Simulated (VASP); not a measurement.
**Rh: single point with PBE**

Crystal: Rh.

```
Rh
1.0
     0.00000    1.91489    1.91489
     1.91489    0.00000    1.91489
     1.91489    1.91489    0.00000
Rh
1
Direct
  0.00000 0.00000 0.00000
```

| Item | Value |
| --- | --- |
| Program | VASP 6.6.1 |
| Task | single point |
| Functional | PBE |
| Potentials or basis | VASP PAW PBE potentials, release 64 (Rh_pv) |
| Cutoff | 520 eV |
| k mesh | 24 × 24 × 24 |
| Occupations | gaussian, width 0.1 eV |
| Spin | no spin polarisation |
| Dipole correction | no |
| Further INCAR settings | ALGO = Fast; EDIFF = 1e-06; NBANDS = 14 |

| Property | Result |
| --- | --- |
| Pressure | 0.0 GPa |
| Band gap on the k mesh | zero (an odd number of electrons rules out a gap without spin polarisation) |

Levels at points of the mesh, in eV from the Fermi level:
```csv
k point,band 3,band 4,band 5,band 6,band 7,band 8,band 9,band 10,band 11,band 12
"(0.00, 0.00, 0.00)",-46.34,-7.80,-2.98,-2.98,-2.98,-0.96,-0.96,16.01,20.59,21.36
"(0.50, 0.00, 0.00)",-46.44,-5.94,-3.05,-3.05,0.55,0.55,0.76,8.43,15.51,20.59
"(0.50, 0.50, 0.00)",-46.59,-6.11,-5.75,0.52,0.95,0.95,3.24,12.01,13.20,13.20
```

Wall time 3.1 min on 1 thread of Intel Xeon 8259CL, on a shared host, peak memory 0.18 GiB.
